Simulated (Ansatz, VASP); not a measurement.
# CdS: VASP beside Ansatz

POSCAR

```
CdS
1.0
    4.1500000000      0.0000000000      0.0000000000
   -2.0750000000      3.5940054257      0.0000000000
    0.0000000000      0.0000000000      6.7370000000
Cd S
2 2
Direct
    0.3333333333      0.6666666667      0.0000000000
    0.6666666667      0.3333333333      0.5000000000
    0.3333333333      0.6666666667      0.3750000000
    0.6666666667      0.3333333333      0.8750000000
```

Contents of INCAR.step1:

```
ALGO = Normal
EDIFF = 1E-5
ENCUT = 550
GGA = PE
GGA_COMPAT = F
ISMEAR = 0
LASPH = T
LCHARG = F
LREAL = F
LWAVE = T
NBANDS = 26
NELM = 120
PREC = Accurate
SIGMA = 0.01
```

Contents of INCAR.step2:

```
ALGO = Normal
EDIFF = 1E-6
ENCUT = 550
GGA_COMPAT = F
ISIF = 2
ISMEAR = 0
ISTART = 1
LASPH = T
LCHARG = T
LELF = T
LMIXTAU = T
LREAL = F
LVHAR = T
LWAVE = F
METAGGA = R2SCAN
NBANDS = 26
NELM = 120
PREC = Accurate
SIGMA = 0.01
```

Contents of KPOINTS:

```
k-points
0
Gamma
  6 6 4
```

Input for Ansatz:

```yaml
crystal:
  lattice:
    a: 4.15
    b: 4.15
    c: 6.737
    alpha: 90.0
    beta: 90.0
    gamma: 120.0
  space_group: 186
  atoms:
    - { symbol: Cd, position: [0.3333333333333333, 0.6666666666666666, 0.0] }
    - { symbol: S, position: [0.3333333333333333, 0.6666666666666666, 0.375] }
kpoints:
  mp_grid:
    grid: [6, 6, 4]
hamiltonian:
  xc: r2scan
scf:
  occupations:
    method: fixed
output:
  eigenvalues: true
```

Alike in both runs: task single point; functional r2SCAN; k mesh 6 × 6 × 4; no spin polarisation.

|  | VASP | Ansatz |
| --- | --- | --- |
| version | VASP 6.6.1 | Ansatz 0.2.0 |
| potentials or method | VASP PAW PBE potentials, release 64 (Cd, S) | plane waves, PAW |
| plane-wave cutoff (eV) | 550 | 500 |
| occupations | gaussian, width 0.01 eV | fixed |
| valence electrons in the cell | 36 | 52 |

VASP gave:

| Item | Value |
| --- | --- |
| gap on the k mesh at the Fermi level (eV) | 1.65 |

Problem. Which values does Ansatz return?

Solution. gap on the k mesh at the Fermi level (eV): 1.66.

VASP's potentials were made for PBE, not for r2SCAN. VASP's potentials hold 36 valence electrons a cell and Ansatz's 52, so a difference there can come from the potentials and not from the codes.
